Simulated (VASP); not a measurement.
Set up this calculation in VASP 6.6.1, as the native input.

```
Task                   : single point
Functional             : PBE
Potentials or basis    : VASP PAW PBE potentials, release 64 (Re)
Cutoff                 : 520 eV
k mesh                 : 15 × 15 × 15
Occupations            : fermi-dirac, width 0.136057 eV
Spin                   : no spin polarisation
Dipole correction      : no
Further INCAR settings : ALGO = Normal; EDIFF = 1e-06; NBANDS = 10
```

The structure of Re lies in POSCAR:

```
Re
1.0
   -1.5564077436      1.5564077436      1.5564077436
    1.5564077436     -1.5564077436      1.5564077436
    1.5564077436      1.5564077436     -1.5564077436
Re
1
Direct
    0.0000000000      0.0000000000      0.0000000000
```

The input as run:

INCAR

```
SYSTEM = Re
PREC = Accurate ; ENCUT = 520
EDIFF = 1E-6 ; ISMEAR = -1
SIGMA = 0.13605693000000002 ; LREAL = .FALSE.
LASPH = .TRUE. ; NELM = 100
ALGO = Normal ; ISIF = 2
LWAVE = .FALSE. ; LCHARG = .TRUE.
GGA = PE ; LELF = .TRUE.
LVHAR = .TRUE. ; NBANDS = 10
```

KPOINTS

```
Automatic mesh
0
G
  15 15 15
  0 0 0
```

Potentials or basis: VASP PAW PBE potentials, release 64 (Re).

Run with:

```bash
$ cat potpaw_PBE.64/Re/POTCAR > POTCAR
$ mpirun -np 1 vasp_std > vasp.out
```

Results of the run:

```yaml
Pressure: 0.3 GPa
```

It took 6.6 s on 1 thread of Intel(R) Xeon(R) 6975P-C (Granite Rapids), with other jobs on the host, peak memory 0.14 GiB.
